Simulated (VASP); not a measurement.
Set up this calculation in VASP 6.6.1, as the native input.

```
Task                   : relaxation of cell and atoms
Functional             : PBEsol
Potentials or basis    : VASP PAW PBE potentials, release 64 (Zr_sv, Cu)
Cutoff                 : 600 eV
k mesh                 : 5 × 5 × 5
Occupations            : fermi-dirac, width 0.1 eV
Spin                   : no spin polarisation
Dipole correction      : no
Further INCAR settings : ALGO = Normal; EDIFF = 1e-07; IBRION = 2; EDIFFG = -0.02; NSW = 60; ISIF = 3
```

The structure of Zr3Cu lies in POSCAR:

```
Zr3Cu
1.0
    4.3115170000      0.0000000000      0.0000000000
    0.0000000000      4.3115170000      0.0000000000
    0.0000000000      0.0000000000      4.3115170000
Zr Cu
3 1
Direct
    0.5000000000      0.5000000000      0.0000000000
    0.0000000000      0.5000000000      0.5000000000
    0.5000000000      0.0000000000      0.5000000000
    0.0000000000      0.0000000000      0.0000000000
```

The input as run:

INCAR

```
  PREC = Accurate
  ENCUT = 600
  EDIFF = 1E-7
  ISMEAR = -1
  SIGMA = 0.1
  LREAL = False
  LASPH = True
  NELM = 60
  ALGO = Normal
  ISIF = 3
  LWAVE = False
  LCHARG = False
  GGA = PS
  IBRION = 2
  NSW = 60
  EDIFFG = -0.02
```

KPOINTS

```
regular mesh
0
Gamma
  5 5 5
```

Potentials or basis: VASP PAW PBE potentials, release 64 (Zr_sv, Cu).

The run is started by

```console
$ cat potpaw_PBE.64/Zr_sv/POTCAR potpaw_PBE.64/Cu/POTCAR > POTCAR
$ mpirun -np 1 vasp_std > vasp.out
```

Results of the run:

```json
{
 "Relaxed volume": "19.22 Å³/atom",
 "Relaxed cell": "a = 4.252 Å, b = 4.252 Å, c = 4.252 Å, α = 90.00°, β = 90.00°, γ = 90.00°",
 "Space group after relaxing (to 0.05 Å)": "Pm-3m (No. 221)",
 "Energy gained by relaxing": "10.9 meV/atom",
 "Ionic steps": "3",
 "Pressure after relaxing": "0.0 GPa"
}
```

Caveat: the PAW data sets were made with another functional, which shifts forces and pressure a little.

Run time: 2.3 min on 1 thread of AMD EPYC 7R43 64-Core Processor (Zen 3) (shared host), peak memory 0.19 GiB.
